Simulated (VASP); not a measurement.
# TiO2 (P4_2/mnm) in VASP: settings compared

Aim: see how the results for TiO2 move with the level of theory and the settings. Levels: PBE+D3(BJ), HSE06. Tasks: relaxation of cell and atoms, single point.

Program: VASP 6.6.1. These are calculated values, not measurements. Logs are shortened: lines on timing, memory, paths and dates and some standing lists are left out, and cuts for length are marked.

## Step 1: The cell of the first run

Symmetry: P4_2/mnm, No. 136, tetragonal system. Conventional cell: a = 4.600 Å, b = 4.600 Å, c = 2.959 Å, α = 90.00°, β = 90.00°, γ = 90.00°. Ti (site symmetry mmm) has 6 O at 1.95 to 1.98 Å within 2.6 Å. Within 2.6 Å of O (site symmetry m2m) lie 3 Ti at 1.95 to 1.98 Å and 1 O at 2.55 Å.

## Step 2: Relaxation of cell and atoms, PBE+D3(BJ)

File INCAR:

```
SYSTEM = TiO2
ALGO = Normal
EDIFF = 1E-7
EDIFFG = -0.01
ENCUT = 600
GGA = PE
IBRION = 2
ISIF = 3
ISMEAR = -1
IVDW = 12
LASPH = .True.
LCHARG = .False.
LREAL = .False.
LWAVE = .False.
NELM = 100
NSW = 60
PREC = Accurate
SIGMA = 0.05
```

File KPOINTS:

```
k-points
0
Gamma
  6 6 9
  0 0 0
```

File POSCAR:

```
TiO2
1.0
    4.5998373239      0.0000000000      0.0000000000
    0.0000000000      4.5998373239      0.0000000000
    0.0000000000      0.0000000000      2.9592135600
Ti O
2 4
Direct
    0.0000000000      0.0000000000      0.5000000000
    0.5000000000      0.5000000000      0.0000000000
    0.3043213200      0.3043213200      0.5000000000
    0.1956786800      0.8043213200      0.0000000000
    0.8043213200      0.1956786800      0.0000000000
    0.6956786800      0.6956786800      0.5000000000
```

Potentials or basis: VASP PAW PBE potentials, release 64 (Ti_sv, O).

Run with:

```bash
$ cat potpaw_PBE.64/Ti_sv/POTCAR potpaw_PBE.64/O/POTCAR > POTCAR
$ mpirun -np 1 vasp_std > vasp.out
```

OUTCAR:

```text
SYSTEM = TiO2
   EDIFF = 1E-7
   EDIFFG = -0.01
   ENCUT = 600
   GGA = PE
   IBRION = 2
   ISIF = 3
   ISMEAR = -1
   IVDW = 12
   LASPH = .True.
   LREAL = .False.
   NELM = 100
   NSW = 60
   PREC = Accurate
 IVDW          = 12

 ion  position               nearest neighbor table
   1  0.000  0.000  0.500-   4 1.95   5 1.95   4 1.95   5 1.95   3 1.98   6 1.98
   2  0.500  0.500  0.000-   3 1.95   6 1.95   3 1.95   6 1.95   5 1.98   4 1.98
   3  0.304  0.304  0.500-   2 1.95   2 1.95   1 1.98
   4  0.196  0.804  0.000-   1 1.95   1 1.95   2 1.98
   5  0.804  0.196  0.000-   1 1.95   1 1.95   2 1.98
   6  0.696  0.696  0.500-   2 1.95   2 1.95   1 1.98

  LATTYP: Found a simple tetragonal cell.
 ALAT       =     4.5998373239
 C/A-ratio  =     0.6433300466

  Lattice vectors:

 A1 = (   4.5998373239,   0.0000000000,   0.0000000000)
 A2 = (   0.0000000000,   4.5998373239,   0.0000000000)
 A3 = (   0.0000000000,   0.0000000000,   2.9592135600)

Analysis of symmetry for initial positions (statically):
=====================================================================
 Subroutine PRICEL returns:
 Original cell was already a primitive cell.

 Routine SETGRP: Setting up the symmetry group for a
 simple tetragonal supercell.

 Subroutine GETGRP returns: Found 16 space group operations
 (whereof  8 operations were pure point group operations)
 out of a pool of 16 trial point group operations.

The static configuration has the point symmetry D_2h.
 The point group associated with its full space group is D_4h.

Analysis of symmetry for dynamics (positions and initial velocities):
=====================================================================
 Subroutine PRICEL returns:
 Original cell was already a primitive cell.

 Routine SETGRP: Setting up the symmetry group for a
 simple tetragonal supercell.

 Subroutine GETGRP returns: Found 16 space group operations
 (whereof  8 operations were pure point group operations)
 out of a pool of 16 trial point group operations.

The dynamic configuration has the point symmetry D_2h.
 The point group associated with its full space group is D_4h.

 Subroutine INISYM returns: Found 16 space group operations
 (whereof  8 operations are pure point group operations),
 and found     1 'primitive' translations

----------------------------------------------------------------------------------------

                                     Primitive cell

  volume of cell :      62.6125

  direct lattice vectors                    reciprocal lattice vectors
     4.599837324  0.000000000  0.000000000     0.217398993  0.000000000  0.000000000
     0.000000000  4.599837324  0.000000000     0.000000000  0.217398993  0.000000000
     0.000000000  0.000000000  2.959213560     0.000000000  0.000000000  0.337927622

  length of vectors
     4.599837324  4.599837324  2.959213560     0.217398993  0.217398993  0.337927622

  position of ions in fractional coordinates (direct lattice)
     0.000000000  0.000000000  0.500000000
     0.500000000  0.500000000  0.000000000
     0.304321320  0.304321320  0.500000000
     0.195678680  0.804321320  0.000000000
     0.804321320  0.195678680  0.000000000
     0.695678680  0.695678680  0.500000000

  ion indices of the primitive-cell ions
   primitive index   ion index
                 1           1
                 2           2
                 3           3
                 4           4
                 5           5
                 6           6

----------------------------------------------------------------------------------------

 KPOINTS: k-points

Automatic generation of k-mesh.
 Grid dimensions read from file:
 generate k-points for:    6    6    9

 Generating k-lattice:

  Cartesian coordinates                     Fractional coordinates (reciprocal lattice)
     0.036233165  0.000000000  0.000000000     0.166666667  0.000000000  0.000000000
     0.000000000  0.036233165  0.000000000     0.000000000  0.166666667  0.000000000
     0.000000000  0.000000000  0.037547514     0.000000000  0.000000000  0.111111111

  Length of vectors
     0.036233165  0.036233165  0.037547514

  Shift w.r.t. Gamma in fractional coordinates (k-lattice)
     0.000000000  0.000000000  0.000000000

 Subroutine IBZKPT returns following result:
 ===========================================

 Found     50 irreducible k-points:

 Following reciprocal coordinates:
            Coordinates               Weight
  0.000000  0.000000  0.000000      1.000000
  0.166667  0.000000  0.000000      4.000000
  0.333333  0.000000  0.000000      4.000000
  0.500000  0.000000  0.000000      2.000000
  0.166667  0.166667  0.000000      4.000000
  0.333333  0.166667  0.000000      8.000000
[... 16 lines left out ...]
  0.333333  0.000000  0.222222      8.000000
  0.500000  0.000000  0.222222      4.000000
 [... further k-points ...]
   k-points           NKPTS =     50   k-points in BZ     NKDIM =     50   number of bands    NBANDS=     28
   number of dos      NEDOS =    301   number of ions     NIONS =      6
   total plane-waves  NPLWV =  38400
   dimension x,y,z NGX =    40 NGY =   40 NGZ =   24
   dimension x,y,z NGXF=    80 NGYF=   80 NGZF=   48
   ions per type =               2   4
   NGX,Y,Z   is equivalent  to a cutoff of  14.46, 14.46, 13.48 a.u.
   NGXF,Y,Z  is equivalent  to a cutoff of  28.91, 28.91, 26.97 a.u.
 SYSTEM =  TiO2
   PREC   = accura    normal or accurate (medium, high low for compatibility)
   ISTART =      0    job   : 0-new  1-cont  2-samecut
   ICHARG =      2    charge: 1-file 2-atom 10-const
   ISPIN  =      1    spin polarized calculation?
   LNONCOLLINEAR =      F non collinear calculations
   LSORBIT =      F    spin-orbit coupling
   LASPH  =      T    aspherical Exc in radial PAW
   ENCUT  =  600.0 eV  44.10 Ry    6.64 a.u.   9.19  9.19  5.91*2*pi/ulx,y,z
   NELM   =    100;   NELMIN=  2; NELMDL= -5     # of ELM steps
   EDIFF  = 0.1E-06   stopping-criterion for ELM
   LREAL  =      F    real-space projection
   EDIFFG = -.1E-01   stopping-criterion for IOM
   NSW    =     60    number of steps for IOM
   IBRION =      2    ionic relax: 0-MD 1-quasi-New 2-CG
   NFREE  =      1    steps in history (QN), initial steepest desc. (CG)
   ISIF   =      3    stress and relaxation
   ISYM   =      2    0-nonsym 1-usesym 2-fastsym
   POTIM  = 0.5000    time-step for ionic-motion
   TEBEG  =    0.0;   TEEND  =   0.0 temperature during run
   PSTRESS=    0.0 pullay stress
   NELECT =      48.0000    total number of electrons
   NUPDOWN=      -1.0000    fix difference up-down
   EMIN   =  10.00;   EMAX   =-10.00  energy-range for DOS
   EFERMI =   0.00;   METHOD = LEGACY
   ISMEAR =    -1;   SIGMA  =   0.05  broadening in eV -4-tet -1-fermi 0-gaus
   EFERMI_NEDOS =   21; number of points for ismear=-14 and -15
   IALGO  =     38    algorithm
   IMIX   =      4    mixing-type and parameters
     AMIX     =   0.40;   BMIX     =  1.00
     AMIX_MAG =   1.60;   BMIX_MAG =  1.00
  volume/ion in A,a.u.               =      10.44        70.42
  Fermi-wavevector in a.u.,A,eV,Ry     =   1.498309  2.831394 30.544140  2.244931
  Thomas-Fermi vector in A             =   2.610085
   LORBIT       =      0    0 simple, 1 ext, 2 COOP (PROOUT), +10 PAW based schemes
   GGA     = PE    functional components
   LHFCALC =     F    Hartree Fock is set to
   AEXX    =    0.0000 exact exchange contribution
   IVDW    =    12    specifies the selected vdW correction
   LEPSILON=     F    determine dielectric tensor
   LRPA    =     F    only Hartree local field effects (RPA)
 conjugate gradient relaxation of ions
 non-spin polarized calculation
  energy-cutoff  :      600.00
  volume of cell :       62.61
 maximum number of plane-waves:      2112
 NGX is ok and might be reduce to    40
   NGX = 19   NGY = 19   NGZ = 11

--------------------------------------- Ionic step        1  -------------------------------------------

 number of electron      47.9999988 magnetization

 Free energy of the ion-electron system (eV)
  ---------------------------------------------------
  ext. energy  EPLUGINS =         0.00000000
  ---------------------------------------------------
  free energy    TOTEN  =       -53.66097825 eV

  energy without entropy =      -53.66097825  energy(sigma->0) =      -53.66097825

------------------------ aborting loop because EDIFF is reached ----------------------------------------

 Edisp (eV)   -1.48740

 E8    (eV) :    -0.5922

  FORCE on cell =-STRESS in cart. coord.  units (eV):
  Direction    XX          YY          ZZ          XY          YZ          ZX
  --------------------------------------------------------------------------------------
  -------------------------------------------------------------------------------------
  Total       0.36272     0.36272     0.15228    -0.00000     0.00000     0.00000
  in kB       9.28155     9.28155     3.89669    -0.00000     0.00000     0.00000
  external pressure =        7.49 kB  Pullay stress =        0.00 kB
[... 113 lines left out ...]
  energy  without entropy=      -55.1489727260  energy(sigma->0) =      -55.14897273

--------------------------------------- Ionic step        4  -------------------------------------------

 number of electron      47.9999986 magnetization

 Free energy of the ion-electron system (eV)
  ---------------------------------------------------
  ext. energy  EPLUGINS =         0.00000000
  ---------------------------------------------------
  free energy    TOTEN  =       -53.66710680 eV

  energy without entropy =      -53.66710680  energy(sigma->0) =      -53.66710680

 E-fermi :   5.6708     XC(G=0): -11.3782

 val. band max:        4.7835532568   @ k =   0.0000   0.0000   0.0000
 cond. band min:       6.6155308745   @ k =   0.0000   0.0000   0.0000
 fundamental gap:      1.8319776177
 Fermi energy:         5.6707829946

 k-point     1 :       0.0000    0.0000    0.0000
  band No.  band energies     occupation
      1     -52.1624      2.00000
      2     -52.1459      2.00000
      3     -28.4638      2.00000
      4     -28.4638      2.00000
      5     -28.3036      2.00000
      6     -28.3036      2.00000
[... 733 lines left out ...]
     27       7.9017      0.00000
     28       7.9017      0.00000

 [... further k-points ...]

------------------------ aborting loop because EDIFF is reached ----------------------------------------

 Edisp (eV)   -1.48200

 E8    (eV) :    -0.5900

  FORCE on cell =-STRESS in cart. coord.  units (eV):
  Direction    XX          YY          ZZ          XY          YZ          ZX
  --------------------------------------------------------------------------------------
  -------------------------------------------------------------------------------------
  Total       0.00880     0.00880    -0.02292    -0.00000     0.00000     0.00000
  in kB       0.22433     0.22433    -0.58443    -0.00000     0.00000     0.00000
  external pressure =       -0.05 kB  Pullay stress =        0.00 kB
[... 21 lines left out ...]
  FREE ENERGIE OF THE ION-ELECTRON SYSTEM (eV)
  ---------------------------------------------------
  free  energy   TOTEN  =       -55.1491081395 eV

  energy  without entropy=      -55.1491081389  energy(sigma->0) =      -55.14910814

 reached required accuracy - stopping structural energy minimisation
```

It took 2.8 min on 1 thread of AMD EPYC 9R45 (Zen 5), shared host; peak memory 0.23 GiB.

Results:

- Free energy: -55.1491 eV
- Relaxed volume: 10.47 Å³/atom
- Relaxed cell: a = 4.609 Å, b = 4.609 Å, c = 2.958 Å, α = 90.00°, β = 90.00°, γ = 90.00°
- Space group after relaxing (to 0.1 Å): P4_2/mnm (No. 136)
- Energy gained by relaxing: 0.1 meV/atom
- Ionic steps: 4
- Pressure after relaxing: 0.0 GPa
- Band gap on the k mesh: 1.83 eV
- Dispersion energy per atom: -0.247 eV

Step by step:
```csv
step,energy change (eV),largest force (eV/Å),pressure (GPa),volume (Å³)
1,0.0000,0.0232,0.75,62.61
2,0.0000,0.0311,-0.89,63.06
3,-0.0006,0.0038,-0.08,62.83
4,-0.0007,0.0019,0.00,62.83
```

Final structure:
```
CELL_PARAMETERS angstrom
4.60907 0.00000 0.00000
0.00000 4.60907 0.00000
0.00000 0.00000 2.95775
ATOMIC_POSITIONS crystal
Ti 0.00000 0.00000 0.50000
Ti 0.50000 0.50000 0.00000
O 0.30424 0.30424 0.50000
O 0.19576 0.80424 0.00000
O 0.80424 0.19576 0.00000
O 0.69576 0.69576 0.50000
```

A k mesh can miss the band edges.

## Step 3: Single point, HSE06

POSCAR is that of step 2.

File INCAR.step1:

```
SYSTEM = TiO2
PREC = Accurate
ENCUT = 520
EDIFF = 1E-5
ISMEAR = 0
SIGMA = 0.01
LREAL = .FALSE.
LASPH = .TRUE.
NELM = 120
ALGO = Normal
ISIF = 2
LWAVE = .TRUE.
LCHARG = .FALSE.
NBANDS = 33
GGA = PE
GGA_COMPAT = .FALSE.
KPAR = 4
```

File INCAR.step2:

```
SYSTEM = TiO2
PREC = Accurate
ENCUT = 520
EDIFF = 1E-6
ISMEAR = 0
SIGMA = 0.01
LREAL = .FALSE.
LASPH = .TRUE.
NELM = 120
ALGO = Normal
ISIF = 2
LWAVE = .FALSE.
LCHARG = .FALSE.
GGA = PE
LHFCALC = .TRUE.
HFSCREEN = 0.2079
PRECFOCK = Normal
NBANDS = 33
ISTART = 1
GGA_COMPAT = .FALSE.
KPAR = 4
```

File KPOINTS:

```
regular mesh
0
G
  4 4 4
  0 0 0
```

Potentials or basis: VASP PAW PBE potentials, release 64 (Ti_sv, O).

Run with:

```bash
$ cat potpaw_PBE.64/Ti_sv/POTCAR potpaw_PBE.64/O/POTCAR > POTCAR
$ cp INCAR.step1 INCAR
$ mpirun -np 4 vasp_std > vasp.out
$ cp INCAR.step2 INCAR
$ mpirun -np 4 vasp_std > vasp.out
```

Run time: 50 min. Hardware: 4 MPI ranks of Intel Xeon Platinum 8175M at 2.50GHz (Skylake/Cascade Lake), shared host; peak memory 0.31 GiB.

It converged, with:

| Item | Value |
| --- | --- |
| Free energy | -66.2438 eV |
| Pressure | -3.1 GPa |
| Largest force | 0.170 eV/Å |
| Band gap on the k mesh | 3.33 eV |

Forces in eV/Å, atoms in the order of the input:
```
Ti   0.000  0.000  0.000
Ti   0.000  0.000  0.000
O    0.120  0.120  0.000
O   -0.120  0.120  0.000
O    0.120 -0.120  0.000
O   -0.120 -0.120  0.000
```

Stress tensor (GPa, compression positive):
```
-2.90  0.00  0.00
 0.00 -2.90  0.00
 0.00  0.00 -3.49
```

Levels at points of the mesh, in eV from the valence-band top:
```
           k point  band 22  band 23  band 24  band 25  band 26  band 27
(0.00, 0.00, 0.00)    -0.45    -0.45     0.00     3.33     3.63     3.92
(0.50, 0.00, 0.00)    -1.77    -0.81    -0.81     4.06     4.06     4.61
(0.50, 0.50, 0.00)    -1.45    -1.14    -1.14     3.35     3.35     4.05
(0.00, 0.00, 0.50)    -2.51    -1.60    -1.60     4.51     4.51     4.85
(0.50, 0.00, 0.50)    -2.22    -1.12    -1.12     3.37     3.37     4.89
(0.50, 0.50, 0.50)    -1.37    -0.75    -0.75     4.11     4.11     4.79
```

Caveat: the k points lie up to 0.53 Å⁻¹ apart; the PAW data sets were made with another functional, which shifts forces and pressure a little. A k mesh can miss the band edges.
